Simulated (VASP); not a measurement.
# Be (Fd-3m) in VASP: a series of runs

The runs below take Be through single point, with RPBE.

Everything below comes from runs of VASP 6.6.1. Logs are shortened: lines on timing, memory, paths and dates and some standing lists are left out, and cuts for length are marked.

## Step 1: The cell of the first run

Symmetry: Fd-3m, No. 227, cubic system. Conventional cell: a = 5.071 Å, b = 5.071 Å, c = 5.071 Å, α = 90.00°, β = 90.00°, γ = 90.00°. Within 2.9 Å of Be (site symmetry -43m) lie 4 Be at 2.20 Å.

This isn't the form of Be at room conditions, which is hcp.

## Step 2: Single point, RPBE (16.30 Å³/atom)

INCAR

```
SYSTEM = Be
  PREC = Accurate
  ENCUT = 520
  EDIFF = 1E-6
  ISMEAR = -1
  SIGMA = 0.1
  LREAL = .False.
  LASPH = .True.
  NELM = 60
  ALGO = Normal
  ISIF = 2
  LWAVE = .False.
  LCHARG = .False.
  GGA = RP
  NBANDS = 9
```

KPOINTS

```
Automatic mesh
0
Gamma
  12 12 12
  0 0 0
```

POSCAR

```
Be
1.0
    0.0000000000      2.5356835364      2.5356835364
    2.5356835364      0.0000000000      2.5356835364
    2.5356835364      2.5356835364      0.0000000000
Be
2
Direct
    0.1250000000      0.1250000000      0.1250000000
    0.8750000000      0.8750000000      0.8750000000
```

Potentials or basis: VASP PAW PBE potentials, release 64 (Be).

Run with:

```
cat potpaw_PBE.64/Be/POTCAR > POTCAR
mpirun -np 1 vasp_std > vasp.out
```

OUTCAR:

```text
SYSTEM = Be
   PREC = Accurate
   ENCUT = 520
   EDIFF = 1E-6
   ISMEAR = -1
   LREAL = .False.
   LASPH = .True.
   NELM = 60
   ISIF = 2
   GGA = RP

 ion  position               nearest neighbor table
   1  0.125  0.125  0.125-   2 2.20   2 2.20   2 2.20   2 2.20
   2  0.875  0.875  0.875-   1 2.20   1 2.20   1 2.20   1 2.20

  LATTYP: Found a face centered cubic cell.
 ALAT       =     5.0713670728

  Lattice vectors:

 A1 = (   0.0000000000,   2.5356835364,   2.5356835364)
 A2 = (   2.5356835364,   0.0000000000,   2.5356835364)
 A3 = (   2.5356835364,   2.5356835364,   0.0000000000)

Analysis of symmetry for initial positions (statically):
=====================================================================
 Subroutine PRICEL returns:
 Original cell was already a primitive cell.

 Routine SETGRP: Setting up the symmetry group for a
 face centered cubic supercell.

 Subroutine GETGRP returns: Found 48 space group operations
 (whereof 12 operations were pure point group operations)
 out of a pool of 48 trial point group operations.

The static configuration has the point symmetry D_3d.
 The point group associated with its full space group is O_h .

Analysis of symmetry for dynamics (positions and initial velocities):
=====================================================================
 Subroutine PRICEL returns:
 Original cell was already a primitive cell.

 Routine SETGRP: Setting up the symmetry group for a
 face centered cubic supercell.

 Subroutine GETGRP returns: Found 48 space group operations
 (whereof 12 operations were pure point group operations)
 out of a pool of 48 trial point group operations.

The dynamic configuration has the point symmetry D_3d.
 The point group associated with its full space group is O_h .

 Subroutine INISYM returns: Found 48 space group operations
 (whereof 12 operations are pure point group operations),
 and found     1 'primitive' translations

----------------------------------------------------------------------------------------

                                     Primitive cell

  volume of cell :      32.6073

  direct lattice vectors                    reciprocal lattice vectors
     0.000000000  2.535683536  2.535683536    -0.197185490  0.197185490  0.197185490
     2.535683536  0.000000000  2.535683536     0.197185490 -0.197185490  0.197185490
     2.535683536  2.535683536  0.000000000     0.197185490  0.197185490 -0.197185490

  length of vectors
     3.585998047  3.585998047  3.585998047     0.341535287  0.341535287  0.341535287

  position of ions in fractional coordinates (direct lattice)
     0.125000000  0.125000000  0.125000000
     0.875000000  0.875000000  0.875000000

  ion indices of the primitive-cell ions
   primitive index   ion index
                 1           1
                 2           2

----------------------------------------------------------------------------------------

 KPOINTS: Automatic mesh

Automatic generation of k-mesh.
 Grid dimensions read from file:
 generate k-points for:   12   12   12

 Generating k-lattice:

  Cartesian coordinates                     Fractional coordinates (reciprocal lattice)
    -0.016432124  0.016432124  0.016432124     0.083333333  0.000000000  0.000000000
     0.016432124 -0.016432124  0.016432124     0.000000000  0.083333333  0.000000000
     0.016432124  0.016432124 -0.016432124     0.000000000  0.000000000  0.083333333

  Length of vectors
     0.028461274  0.028461274  0.028461274

  Shift w.r.t. Gamma in fractional coordinates (k-lattice)
     0.000000000  0.000000000  0.000000000

 Subroutine IBZKPT returns following result:
 ===========================================

 Found     72 irreducible k-points:

 Following reciprocal coordinates:
            Coordinates               Weight
  0.000000  0.000000  0.000000      1.000000
  0.083333  0.000000  0.000000      8.000000
  0.166667  0.000000  0.000000      8.000000
  0.250000  0.000000  0.000000      8.000000
  0.333333  0.000000  0.000000      8.000000
  0.416667  0.000000  0.000000      8.000000
[... 16 lines left out ...]
  0.500000  0.166667  0.000000     24.000000
 -0.416667  0.166667  0.000000     24.000000
 [... further k-points ...]
   k-points           NKPTS =     72   k-points in BZ     NKDIM =     72   number of bands    NBANDS=      9
   number of dos      NEDOS =    301   number of ions     NIONS =      2
   total plane-waves  NPLWV =  21952
   dimension x,y,z NGX =    28 NGY =   28 NGZ =   28
   dimension x,y,z NGXF=    56 NGYF=   56 NGZF=   56
   ions per type =               2
   NGX,Y,Z   is equivalent  to a cutoff of  12.98, 12.98, 12.98 a.u.
   NGXF,Y,Z  is equivalent  to a cutoff of  25.96, 25.96, 25.96 a.u.
 SYSTEM =  Be
   PREC   = accura    normal or accurate (medium, high low for compatibility)
   ISTART =      0    job   : 0-new  1-cont  2-samecut
   ICHARG =      2    charge: 1-file 2-atom 10-const
   ISPIN  =      1    spin polarized calculation?
   LNONCOLLINEAR =      F non collinear calculations
   LSORBIT =      F    spin-orbit coupling
   LASPH  =      T    aspherical Exc in radial PAW
   ENCUT  =  520.0 eV  38.22 Ry    6.18 a.u.   6.67  6.67  6.67*2*pi/ulx,y,z
   NELM   =     60;   NELMIN=  2; NELMDL= -5     # of ELM steps
   EDIFF  = 0.1E-05   stopping-criterion for ELM
   LREAL  =      F    real-space projection
   EDIFFG = 0.1E-04   stopping-criterion for IOM
   NSW    =      0    number of steps for IOM
   IBRION =     -1    ionic relax: 0-MD 1-quasi-New 2-CG
   NFREE  =      0    steps in history (QN), initial steepest desc. (CG)
   ISIF   =      2    stress and relaxation
   ISYM   =      2    0-nonsym 1-usesym 2-fastsym
   POTIM  = 0.5000    time-step for ionic-motion
   TEBEG  =    0.0;   TEEND  =   0.0 temperature during run
   PSTRESS=    0.0 pullay stress
   NELECT =       4.0000    total number of electrons
   NUPDOWN=      -1.0000    fix difference up-down
   EMIN   =  10.00;   EMAX   =-10.00  energy-range for DOS
   EFERMI =   0.00;   METHOD = LEGACY
   ISMEAR =    -1;   SIGMA  =   0.10  broadening in eV -4-tet -1-fermi 0-gaus
   EFERMI_NEDOS =   21; number of points for ismear=-14 and -15
   IALGO  =     38    algorithm
   IMIX   =      4    mixing-type and parameters
     AMIX     =   0.40;   BMIX     =  1.00
     AMIX_MAG =   1.60;   BMIX_MAG =  1.00
  volume/ion in A,a.u.               =      16.30       110.02
  Fermi-wavevector in a.u.,A,eV,Ry     =   0.813435  1.537170  9.002666  0.661677
  Thomas-Fermi vector in A             =   1.923160
   LORBIT       =      0    0 simple, 1 ext, 2 COOP (PROOUT), +10 PAW based schemes
   GGA     = RP    functional components
   LHFCALC =     F    Hartree Fock is set to
   AEXX    =    0.0000 exact exchange contribution
   IVDW    =     0    specifies the selected vdW correction
   LEPSILON=     F    determine dielectric tensor
   LRPA    =     F    only Hartree local field effects (RPA)
 non-spin polarized calculation
  energy-cutoff  :      520.00
  volume of cell :       32.61
 maximum number of plane-waves:       899
   NGX = 13   NGY = 13   NGZ = 13

 number of electron       4.0000000 magnetization

 Free energy of the ion-electron system (eV)
  ---------------------------------------------------
  ext. energy  EPLUGINS =         0.00000000
  ---------------------------------------------------
  free energy    TOTEN  =        -3.84588980 eV

  energy without entropy =       -3.81137410  energy(sigma->0) =       -3.82863195

 E-fermi :   1.3489     XC(G=0):  -8.2275

 val. band max:        1.3230835411   @ k =  -0.2500   0.2500   0.0000
 cond. band min:       1.3779082668   @ k =  -0.4167   0.3333   0.1667
 fundamental gap:      0.0548247257
 Fermi energy:         1.3489441604

 k-point     1 :       0.0000    0.0000    0.0000
  band No.  band energies     occupation
      1      -5.5723      2.00000
      2       5.8060      0.00000
      3       5.8060      0.00000
      4       5.8060      0.00000
      5       8.2202      0.00000
      6       8.2202      0.00000
      7       8.2202      0.00000
      8      14.0233      0.00000
      9      14.6777      0.00000

 k-point     2 :       0.0833    0.0000    0.0000
  band No.  band energies     occupation
      1      -5.4736      2.00000
      2       5.0378      0.00000
      3       5.5942      0.00000
      4       5.5942      0.00000
      5       8.4972      0.00000
      6       8.4972      0.00000
      7       8.7398      0.00000
      8      13.9173      0.00000
      9      14.8917      0.00000

 k-point     3 :       0.1667    0.0000    0.0000
  band No.  band energies     occupation
      1      -5.1780      2.00000
      2       3.5953      0.00000
      3       5.1717      0.00000
      4       5.1717      0.00000
      5       9.0388      0.00000
      6       9.0388      0.00000
      7       9.4902      0.00000
      8      13.6418      0.00000
      9      14.9258      0.00000

 k-point     4 :       0.2500    0.0000    0.0000
  band No.  band energies     occupation
      1      -4.6871      2.00000
      2       2.0488      0.00182
      3       4.7660      0.00000
      4       4.7660      0.00000
      5       9.4216      0.00000
      6       9.4216      0.00000
      7      10.0489      0.00000
      8      13.2927      0.00000
      9      14.8688      0.00000
[... 205 lines left out ...]
 k-point    22 :       0.4167    0.1667    0.0000
  band No.  band energies     occupation
      1      -3.3934      2.00000
      2       0.3655      1.99989
      3       3.3895      0.00000
      4       3.4211      0.00000
      5       8.3591      0.00000
      6      11.1110      0.00000
      7      11.1519      0.00000
      8      12.1966      0.00000
      9      15.8335      0.00000

 k-point    23 :       0.5000    0.1667    0.0000
  band No.  band energies     occupation
      1      -2.4861      2.00000
      2      -0.9074      2.00000
      3       2.9932      0.00000
      4       3.4611      0.00000
      5       8.4557      0.00000
      6      10.8530      0.00000
      7      11.6588      0.00000
      8      12.9402      0.00000
      9      15.4867      0.00000

 k-point    24 :      -0.4167    0.1667    0.0000
  band No.  band energies     occupation
      1      -2.1744      2.00000
      2      -1.2688      2.00000
      3       2.6948      0.00000
      4       3.6976      0.00000
      5       8.6848      0.00000
      6      10.5572      0.00000
      7      11.7659      0.00000
      8      13.7064      0.00000
      9      15.2520      0.00000

 [... further k-points ...]

------------------------ aborting loop because EDIFF is reached ----------------------------------------

  FORCE on cell =-STRESS in cart. coord.  units (eV):
  Direction    XX          YY          ZZ          XY          YZ          ZX
  --------------------------------------------------------------------------------------
  -------------------------------------------------------------------------------------
  Total       -0.5689119     -0.5689119     -0.5689119     -0.0000000     -0.0000000     -0.0000000
  in kB      -27.9537730    -27.9537730    -27.9537730     -0.0000000     -0.0000000     -0.0000000
  external PRESSURE =     -27.9537730 kB  Pullay stress =       0.0000000 kB

 VOLUME and BASIS-vectors are now :
 -----------------------------------------------------------------------------
  energy-cutoff  :      520.00
  volume of cell :       32.61
      direct lattice vectors                 reciprocal lattice vectors
     0.000000000  2.535683536  2.535683536    -0.197185490  0.197185490  0.197185490
     2.535683536  0.000000000  2.535683536     0.197185490 -0.197185490  0.197185490
     2.535683536  2.535683536  0.000000000     0.197185490  0.197185490 -0.197185490

 POSITION                                       TOTAL-FORCE (eV/Angst)
 -----------------------------------------------------------------------------------
      0.63392      0.63392      0.63392        -0.000000     -0.000000      0.000000
      4.43745      4.43745      4.43745         0.000000      0.000000     -0.000000
 -----------------------------------------------------------------------------------
    total drift:                               -0.000000     -0.000000     -0.000000

  FREE ENERGIE OF THE ION-ELECTRON SYSTEM (eV)
  ---------------------------------------------------
  free  energy   TOTEN  =        -3.8458898040 eV

  energy  without entropy=       -3.8113740980  energy(sigma->0) =       -3.82863195
```

It took 28 s on 1 thread of AMD EPYC 7R13, shared host; peak memory 0.13 GiB.

What came out:

```yaml
Free_energy: -3.8459 eV
Pressure: -2.8 GPa
Band_gap_on_the_k_mesh: zero (bands 2 and 3 overlap by 5.62 eV)
```

Caveat: the PAW data sets were made with another functional, which shifts forces and pressure a little.

(Part 1 of 2 ends here.)

The gap in the log of VASP goes by the Fermi energy; the results here count the filled bands.